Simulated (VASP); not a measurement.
# As (Fm-3m) in VASP: notebook

As is run at these levels: PBE; tasks: single point, relaxation of cell and atoms.

Everything below comes from runs of VASP 6.6.1. Logs are shortened: lines on timing, memory, paths and dates and some standing lists are left out, and cuts for length are marked.

### 1 The cell of the first run

The structure is cubic, space group Fm-3m (No. 225). Conventional cell: a = 4.261 Å, b = 4.261 Å, c = 4.261 Å, α = 90.00°, β = 90.00°, γ = 90.00°. As (site symmetry m-3m) has 12 As at 3.01 Å within 4.0 Å.

### 2 Single point, PBE

The input, INCAR:

```
ALGO = Normal
EDIFF = 1E-6
ENCUT = 520
GGA = PE
ISIF = 2
ISMEAR = -1
LASPH = T
LCHARG = F
LREAL = F
LWAVE = F
NBANDS = 8
NELM = 60
PREC = Accurate
SIGMA = 0.1
```

The input, KPOINTS:

```
k-points
0
Gamma
  13 13 13
```

The input, POSCAR:

```
As
1.0
    0.0000000000      2.1305002387      2.1305002387
    2.1305002387      0.0000000000      2.1305002387
    2.1305002387      2.1305002387      0.0000000000
As
1
Direct
    0.0000000000      0.0000000000      0.0000000000
```

Potentials or basis: VASP PAW PBE potentials, release 64 (As).

Started as:

```sh
$ cat potpaw_PBE.64/As/POTCAR > POTCAR
$ mpirun -np 1 vasp_std > vasp.out
```

OUTCAR:

```text
EDIFF = 1E-6
   ENCUT = 520
   GGA = PE
   ISIF = 2
   ISMEAR = -1
   LASPH = T
   LREAL = F
   NELM = 60
   PREC = Accurate

 ion  position               nearest neighbor table
   1  0.000  0.000  0.000-

  LATTYP: Found a face centered cubic cell.
 ALAT       =     4.2610004774

  Lattice vectors:

 A1 = (   0.0000000000,   2.1305002387,   2.1305002387)
 A2 = (   2.1305002387,   0.0000000000,   2.1305002387)
 A3 = (   2.1305002387,   2.1305002387,   0.0000000000)

Analysis of symmetry for initial positions (statically):
=====================================================================
 Subroutine PRICEL returns:
 Original cell was already a primitive cell.

 Routine SETGRP: Setting up the symmetry group for a
 face centered cubic supercell.

 Subroutine GETGRP returns: Found 48 space group operations
 (whereof 48 operations were pure point group operations)
 out of a pool of 48 trial point group operations.

The static configuration has the point symmetry O_h .

Analysis of symmetry for dynamics (positions and initial velocities):
=====================================================================
 Subroutine PRICEL returns:
 Original cell was already a primitive cell.

 Routine SETGRP: Setting up the symmetry group for a
 face centered cubic supercell.

 Subroutine GETGRP returns: Found 48 space group operations
 (whereof 48 operations were pure point group operations)
 out of a pool of 48 trial point group operations.

The dynamic configuration has the point symmetry O_h .

 Subroutine INISYM returns: Found 48 space group operations
 (whereof 48 operations are pure point group operations),
 and found     1 'primitive' translations

----------------------------------------------------------------------------------------

                                     Primitive cell

  volume of cell :      19.3408

  direct lattice vectors                    reciprocal lattice vectors
     0.000000000  2.130500239  2.130500239    -0.234686667  0.234686667  0.234686667
     2.130500239  0.000000000  2.130500239     0.234686667 -0.234686667  0.234686667
     2.130500239  2.130500239  0.000000000     0.234686667  0.234686667 -0.234686667

  length of vectors
     3.012982332  3.012982332  3.012982332     0.406489231  0.406489231  0.406489231

  position of ions in fractional coordinates (direct lattice)
     0.000000000  0.000000000  0.000000000

  ion indices of the primitive-cell ions
   primitive index   ion index
                 1           1

----------------------------------------------------------------------------------------

 KPOINTS: k-points

Automatic generation of k-mesh.
 Grid dimensions read from file:
 generate k-points for:   13   13   13

 Generating k-lattice:

  Cartesian coordinates                     Fractional coordinates (reciprocal lattice)
    -0.018052821  0.018052821  0.018052821     0.076923077  0.000000000  0.000000000
     0.018052821 -0.018052821  0.018052821     0.000000000  0.076923077  0.000000000
     0.018052821  0.018052821 -0.018052821     0.000000000  0.000000000  0.076923077

  Length of vectors
     0.031268402  0.031268402  0.031268402

  Shift w.r.t. Gamma in fractional coordinates (k-lattice)
     0.000000000  0.000000000  0.000000000

 Subroutine IBZKPT returns following result:
 ===========================================

 Found     84 irreducible k-points:

 Following reciprocal coordinates:
            Coordinates               Weight
  0.000000  0.000000  0.000000      1.000000
  0.076923  0.000000  0.000000      8.000000
  0.153846  0.000000  0.000000      8.000000
  0.230769  0.000000  0.000000      8.000000
  0.307692  0.000000  0.000000      8.000000
  0.384615  0.000000  0.000000      8.000000
[... 16 lines left out ...]
  0.384615  0.153846  0.000000     24.000000
  0.461538  0.153846  0.000000     24.000000
 [... further k-points ...]
   k-points           NKPTS =     84   k-points in BZ     NKDIM =     84   number of bands    NBANDS=      8
   number of dos      NEDOS =    301   number of ions     NIONS =      1
   total plane-waves  NPLWV =  13824
   dimension x,y,z NGX =    24 NGY =   24 NGZ =   24
   dimension x,y,z NGXF=    48 NGYF=   48 NGZF=   48
   ions per type =               1
   NGX,Y,Z   is equivalent  to a cutoff of  13.24, 13.24, 13.24 a.u.
   NGXF,Y,Z  is equivalent  to a cutoff of  26.48, 26.48, 26.48 a.u.
 SYSTEM =  unknown system
   PREC   = accura    normal or accurate (medium, high low for compatibility)
   ISTART =      0    job   : 0-new  1-cont  2-samecut
   ICHARG =      2    charge: 1-file 2-atom 10-const
   ISPIN  =      1    spin polarized calculation?
   LNONCOLLINEAR =      F non collinear calculations
   LSORBIT =      F    spin-orbit coupling
   LASPH  =      T    aspherical Exc in radial PAW
   ENCUT  =  520.0 eV  38.22 Ry    6.18 a.u.   5.60  5.60  5.60*2*pi/ulx,y,z
   NELM   =     60;   NELMIN=  2; NELMDL= -5     # of ELM steps
   EDIFF  = 0.1E-05   stopping-criterion for ELM
   LREAL  =      F    real-space projection
   EDIFFG = 0.1E-04   stopping-criterion for IOM
   NSW    =      0    number of steps for IOM
   IBRION =     -1    ionic relax: 0-MD 1-quasi-New 2-CG
   NFREE  =      0    steps in history (QN), initial steepest desc. (CG)
   ISIF   =      2    stress and relaxation
   ISYM   =      2    0-nonsym 1-usesym 2-fastsym
   POTIM  = 0.5000    time-step for ionic-motion
   TEBEG  =    0.0;   TEEND  =   0.0 temperature during run
   PSTRESS=    0.0 pullay stress
   NELECT =       5.0000    total number of electrons
   NUPDOWN=      -1.0000    fix difference up-down
   EMIN   =  10.00;   EMAX   =-10.00  energy-range for DOS
   EFERMI =   0.00;   METHOD = LEGACY
   ISMEAR =    -1;   SIGMA  =   0.10  broadening in eV -4-tet -1-fermi 0-gaus
   EFERMI_NEDOS =   21; number of points for ismear=-14 and -15
   IALGO  =     38    algorithm
   IMIX   =      4    mixing-type and parameters
     AMIX     =   0.40;   BMIX     =  1.00
     AMIX_MAG =   1.60;   BMIX_MAG =  1.00
  volume/ion in A,a.u.               =      19.34       130.52
  Fermi-wavevector in a.u.,A,eV,Ry     =   1.042893  1.970783 14.798058  1.087627
  Thomas-Fermi vector in A             =   2.177579
   LORBIT       =      0    0 simple, 1 ext, 2 COOP (PROOUT), +10 PAW based schemes
   GGA     = PE    functional components
   LHFCALC =     F    Hartree Fock is set to
   AEXX    =    0.0000 exact exchange contribution
   IVDW    =     0    specifies the selected vdW correction
   LEPSILON=     F    determine dielectric tensor
   LRPA    =     F    only Hartree local field effects (RPA)
 non-spin polarized calculation
  energy-cutoff  :      520.00
  volume of cell :       19.34
 maximum number of plane-waves:       533
   NGX = 11   NGY = 11   NGZ = 11

 number of electron       5.0000001 magnetization

 Free energy of the ion-electron system (eV)
  ---------------------------------------------------
  ext. energy  EPLUGINS =         0.00000000
  ---------------------------------------------------
  free energy    TOTEN  =        -4.13281105 eV

  energy without entropy =       -4.11144208  energy(sigma->0) =       -4.12212657

 E-fermi :   6.3477     XC(G=0): -10.7082

 val. band max:        6.3119080084   @ k =   0.4615   0.2308   0.0000
 cond. band min:       6.4110313214   @ k =  -0.3846   0.4615   0.0769
 fundamental gap:      0.0991233130
 Fermi energy:         6.3477379888

 k-point     1 :       0.0000    0.0000    0.0000
  band No.  band energies     occupation
      1      -8.6402      2.00000
      2      12.0100      0.00000
      3      12.0100      0.00000
      4      12.0100      0.00000
      5      18.6664      0.00000
      6      18.6664      0.00000
      7      18.6664      0.00000
      8      20.2000      0.00000

 k-point     2 :       0.0769    0.0000    0.0000
  band No.  band energies     occupation
      1      -8.5033      2.00000
      2      10.9082      0.00000
      3      11.8582      0.00000
      4      11.8582      0.00000
      5      18.0805      0.00000
      6      18.9574      0.00000
      7      18.9574      0.00000
      8      20.8103      0.00000

 k-point     3 :       0.1538    0.0000    0.0000
  band No.  band energies     occupation
      1      -8.0948      2.00000
      2       8.5835      0.00000
      3      11.4950      0.00000
      4      11.4950      0.00000
      5      17.2906      0.00000
      6      19.5209      0.00000
      7      19.5209      0.00000
      8      22.0941      0.00000

 k-point     4 :       0.2308    0.0000    0.0000
  band No.  band energies     occupation
      1      -7.4238      2.00000
      2       6.0213      1.92641
      3      11.0810      0.00000
      4      11.0810      0.00000
      5      16.6963      0.00000
      6      19.3862      0.00000
      7      19.3862      0.00000
      8      22.2871      0.00000

 k-point     5 :       0.3077    0.0000    0.0000
  band No.  band energies     occupation
      1      -6.5148      2.00000
      2       3.5808      2.00000
      3      10.7235      0.00000
      4      10.7235      0.00000
      5      16.3096      0.00000
      6      18.6476      0.00000
      7      18.6476      0.00000
      8      21.2812      0.00000

 k-point     6 :       0.3846    0.0000    0.0000
  band No.  band energies     occupation
      1      -5.4426      2.00000
      2       1.4515      2.00000
      3      10.4722      0.00000
      4      10.4722      0.00000
      5      16.0979      0.00000
      6      18.0061      0.00000
      7      18.0061      0.00000
      8      20.4587      0.00000

 k-point     7 :       0.4615    0.0000    0.0000
  band No.  band energies     occupation
      1      -4.4948      2.00000
      2      -0.0333      2.00000
      3      10.3445      0.00000
      4      10.3445      0.00000
      5      16.0128      0.00000
      6      17.6603      0.00000
      7      17.6603      0.00000
      8      20.0148      0.00000

 k-point     8 :       0.0769    0.0769    0.0000
  band No.  band energies     occupation
      1      -8.4576      2.00000
      2      11.3016      0.00000
      3      11.4278      0.00000
      4      11.4278      0.00000
      5      17.3887      0.00000
      6      19.4855      0.00000
      7      19.4855      0.00000
      8      20.7157      0.00000

 k-point     9 :       0.1538    0.0769    0.0000
  band No.  band energies     occupation
      1      -8.1394      2.00000
      2       9.3949      0.00000
      3      10.8921      0.00000
      4      11.3717      0.00000
      5      16.9246      0.00000
      6      19.6694      0.00000
      7      20.1916      0.00000
      8      20.2916      0.00000

 k-point    10 :       0.2308    0.0769    0.0000
  band No.  band energies     occupation
      1      -7.5552      2.00000
      2       6.9238      0.00628
      3      10.4093      0.00000
      4      11.0029      0.00000
      5      16.8185      0.00000
      6      18.9980      0.00000
      7      20.1884      0.00000
      8      20.5629      0.00000
[... 78 lines left out ...]
 k-point    18 :      -0.1538    0.0769    0.0000
  band No.  band energies     occupation
      1      -7.7792      2.00000
      2       7.7430      0.00000
      3       9.9758      0.00000
      4      11.7887      0.00000
      5      17.5706      0.00000
      6      19.3910      0.00000
      7      19.6336      0.00000
      8      21.2366      0.00000

 k-point    19 :      -0.0769    0.0769    0.0000
  band No.  band energies     occupation
      1      -8.2758      2.00000
      2       9.9126      0.00000
      3      10.7719      0.00000
      4      11.9949      0.00000
      5      17.8195      0.00000
      6      19.0167      0.00000
      7      19.4114      0.00000
      8      21.4404      0.00000

 k-point    20 :       0.1538    0.1538    0.0000
  band No.  band energies     occupation
      1      -7.9122      2.00000
      2       9.6755      0.00000
      3      10.2264      0.00000
      4      10.2264      0.00000
      5      15.6817      0.00000
      6      18.4013      0.00000
      7      21.3637      0.00000
      8      21.3637      0.00000

 k-point    21 :       0.2308    0.1538    0.0000
  band No.  band energies     occupation
      1      -7.4174      2.00000
      2       7.7649      0.00000
      3       9.6569      0.00000
      4       9.9406      0.00000
      5      15.4421      0.00000
      6      17.2140      0.00000
      7      21.6085      0.00000
      8      22.1218      0.00000

 k-point    22 :       0.3077    0.1538    0.0000
  band No.  band energies     occupation
      1      -6.6687      2.00000
      2       5.4362      1.99978
      3       9.2633      0.00000
      4       9.3364      0.00000
      5      15.3085      0.00000
      6      17.3795      0.00000
      7      21.3823      0.00000
      8      21.7547      0.00000

 k-point    23 :       0.3846    0.1538    0.0000
  band No.  band energies     occupation
      1      -5.7027      2.00000
      2       3.1937      2.00000
      3       8.6105      0.00000
      4       9.0817      0.00000
      5      14.8960      0.00000
      6      18.4421      0.00000
      7      20.8803      0.00000
      8      21.5698      0.00000

 k-point    24 :       0.4615    0.1538    0.0000
  band No.  band energies     occupation
      1      -4.6383      2.00000
      2       1.2954      2.00000
      3       7.9463      0.00000
      4       9.1240      0.00000
      5      14.7418      0.00000
      6      18.9672      0.00000
      7      20.0726      0.00000
      8      22.8375      0.00000

 [... further k-points ...]

------------------------ aborting loop because EDIFF is reached ----------------------------------------

  FORCE on cell =-STRESS in cart. coord.  units (eV):
  Direction    XX          YY          ZZ          XY          YZ          ZX
  --------------------------------------------------------------------------------------
  -------------------------------------------------------------------------------------
  Total        0.0087470      0.0087470      0.0087470     -0.0000000      0.0000000     -0.0000000
  in kB        0.7245927      0.7245927      0.7245927     -0.0000000      0.0000000     -0.0000000
  external PRESSURE =       0.7245927 kB  Pullay stress =       0.0000000 kB

 VOLUME and BASIS-vectors are now :
 -----------------------------------------------------------------------------
  energy-cutoff  :      520.00
  volume of cell :       19.34
      direct lattice vectors                 reciprocal lattice vectors
     0.000000000  2.130500239  2.130500239    -0.234686667  0.234686667  0.234686667
     2.130500239  0.000000000  2.130500239     0.234686667 -0.234686667  0.234686667
     2.130500239  2.130500239  0.000000000     0.234686667  0.234686667 -0.234686667

 POSITION                                       TOTAL-FORCE (eV/Angst)
 -----------------------------------------------------------------------------------
      0.00000      0.00000      0.00000         0.000000      0.000000      0.000000
 -----------------------------------------------------------------------------------
    total drift:                                0.000000     -0.000000     -0.000000

  FREE ENERGIE OF THE ION-ELECTRON SYSTEM (eV)
  ---------------------------------------------------
  free  energy   TOTEN  =        -4.1328110546 eV

  energy  without entropy=       -4.1114420816  energy(sigma->0) =       -4.12212657
```

Run time: 8.6 s. Hardware: 1 thread of Intel Xeon 8259CL, shared host; peak memory 0.14 GiB.

Results:

* Free energy: -4.1328 eV
* Pressure: 0.1 GPa

Levels at points of the mesh, in eV from the Fermi level:
```csv
k point,band 1,band 2,band 3,band 4,band 5
"(0.00, 0.00, 0.00)",-14.99,5.66,5.66,5.66,12.32
```

### 3 Relaxation of cell and atoms, PBE

This run uses another cell than the first one, of 18.30 Å³/atom, 0.946 times its volume.

The input, INCAR:

```
SYSTEM = As
PREC     = Accurate       ! precision mode
ENCUT    = 600            ! plane-wave cutoff, eV
EDIFF    = 1E-7           ! SCF threshold, eV
ISMEAR   = -1             ! smearing method
SIGMA    = 0.1            ! smearing width, eV
LREAL    = .FALSE.        ! projectors in reciprocal space
LASPH    = .TRUE.         ! aspherical terms in the spheres
NELM     = 80             ! most SCF steps
ALGO     = Normal         ! electronic algorithm
ISIF     = 3              ! what is computed and relaxed
LWAVE    = .FALSE.        ! write WAVECAR
LCHARG   = .FALSE.        ! write CHGCAR
GGA      = PE             ! functional
IBRION   = 2              ! ionic algorithm
NSW      = 80             ! ionic steps
EDIFFG   = -0.01          ! ionic threshold
```

The input, KPOINTS:

```
Automatic mesh
0
G
  13 13 13
  0 0 0
```

The input, POSCAR:

```
As
1.0
    0.0000000000      2.0916114635      2.0916114635
    2.0916114635      0.0000000000      2.0916114635
    2.0916114635      2.0916114635      0.0000000000
As
1
Direct
    0.0000000000      0.0000000000      0.0000000000
```

Potentials or basis: VASP PAW PBE potentials, release 64 (As).

Started as:

```sh
$ cat potpaw_PBE.64/As/POTCAR > POTCAR
$ mpirun -np 1 vasp_std > vasp.out
```

Run time: 22 s. Hardware: 1 thread of Intel Xeon 8259CL, shared host; peak memory 0.14 GiB.

The run converged. Its results:

| Property | Result |
| --- | --- |
| Free energy | -4.1328 eV |
| Relaxed volume | 19.36 Å³/atom |
| Relaxed cell | a = 3.014 Å, b = 3.014 Å, c = 3.014 Å, α = 60.00°, β = 60.00°, γ = 60.00° |
| Space group after relaxing (to 0.05 Å) | Fm-3m (No. 225) |
| Energy gained by relaxing | 15.8 meV/atom |
| Ionic steps | 3 |
| Pressure after relaxing | 0.0 GPa |

The path:
```
step  energy change (eV)  largest force (eV/Å)  pressure (GPa)  volume (Å³)
   1              0.0000                0.0000            5.03        18.30
   2             -0.0127                0.0000           -1.93        19.86
   3             -0.0158                0.0000            0.01        19.36
```

Final structure:
```
As
1.0
     0.00000    2.13118    2.13118
     2.13118    0.00000    2.13118
     2.13118    2.13118    0.00000
As
1
Cartesian
  0.0000 0.0000 0.0000
```

Levels at points of the mesh, in eV from the Fermi level:
```csv
k point,band 1,band 2,band 3,band 4,band 5,band 6
"(0.00, 0.00, 0.00)",-14.98,5.65,5.65,5.65,12.31,12.31
```

(Continued in part 2 of 2.)
